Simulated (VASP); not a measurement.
Write the native input for VASP 6.6.1 that does the following.

```
Task                   : relaxation of cell and atoms
Functional             : LDA
Potentials or basis    : VASP PAW LDA potentials, release 64 (K_sv, Br)
Cutoff                 : 600 eV
k mesh                 : 6 × 6 × 6
Occupations            : gaussian, width 0.02 eV
Spin                   : no spin polarisation
Dipole correction      : no
Further INCAR settings : ALGO = Normal; EDIFF = 1e-07; IBRION = 2; EDIFFG = -0.005; NSW = 100; ISIF = 3
```

The structure of KBr lies in POSCAR:

```
KBr
1.0
    0.0000000000      3.2925000000      3.2925000000
    3.2925000000      0.0000000000      3.2925000000
    3.2925000000      3.2925000000      0.0000000000
K Br
1 1
Direct
    0.0000000000      0.0000000000      0.0000000000
    0.5000000000      0.5000000000      0.5000000000
```

One way to write it, as run:

INCAR

```
ALGO = Normal
EDIFF = 1E-7
EDIFFG = -0.005
ENCUT = 600
IBRION = 2
ISIF = 3
ISMEAR = 0
LASPH = True
LCHARG = False
LREAL = False
LWAVE = False
NELM = 100
NSW = 100
PREC = Accurate
SIGMA = 0.02
```

KPOINTS

```
k-points
0
Gamma
  6 6 6
```

Potentials or basis: VASP PAW LDA potentials, release 64 (K_sv, Br).

Launch:

```sh
$ cat potpaw_LDA.64/K_sv/POTCAR potpaw_LDA.64/Br/POTCAR > POTCAR
$ mpirun -np 1 vasp_std > vasp.out
```

Results of the run:

* Relaxed volume: 32.49 Å³/atom
* Relaxed cell: a = 4.513 Å, b = 4.513 Å, c = 4.513 Å, α = 60.00°, β = 60.00°, γ = 60.00°
* Space group after relaxing (to 0.05 Å): Fm-3m (No. 225)
* Energy gained by relaxing: 16.4 meV/atom
* Ionic steps: 4
* Pressure after relaxing: 0.0 GPa
* Band gap on the k mesh: 4.32 eV, direct

Run time: 27 s on 1 thread of Intel(R) Xeon(R) 6975P-C (Granite Rapids) (shared host), peak memory 0.19 GiB.
